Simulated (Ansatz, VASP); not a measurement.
**TaN in VASP and in Ansatz**

```
Ta N
1.0
     5.19600    0.00000    0.00000
    -2.59800    4.49987    0.00000
     0.00000    0.00000    2.91100
Ta N
3 3
Direct
  0.00000 0.00000 0.00000
  0.66667 0.33333 0.50000
  0.33333 0.66667 0.50000
  0.00000 0.39285 0.00000
  0.60715 0.60715 0.00000
  0.39285 0.00000 0.00000
```

Alike in both runs: functional LDA; k mesh 6 × 6 × 9; occupations fermi-dirac, width 0.05 eV; no spin polarisation.

|  | VASP | Ansatz |
| --- | --- | --- |
| version | VASP 6.6.1 | Ansatz 0.2.0 |
| potentials or method | VASP PAW LDA potentials, release 64 (Ta_sv_GW, N_h) | Ansatz PAW |
| plane-wave cutoff (eV) | 1330 | 420 |
| valence electrons in the cell | 54 | 54 |
| task | single point | band structure |

```csv
,VASP,Ansatz,Ansatz less VASP
gap on the k mesh at the Fermi level (eV),none,none,-
pressure (GPa),-9.0,-10.0,-1.00
"traceless stress, the component that is largest in VASP (GPa)",-1.75,-1.75,+0.002
rms of the force components (eV/Å),0.014,0.021,+0.0063
```

LDA's correlation is that of Perdew and Zunger in VASP and of Perdew and Wang (1992) in Ansatz. Atom by atom the forces differ by 0.006 eV/Å (rms over components). A gap of «none» marks a metal or a gap that the smearing closes.

Spin-orbit coupling is off throughout.
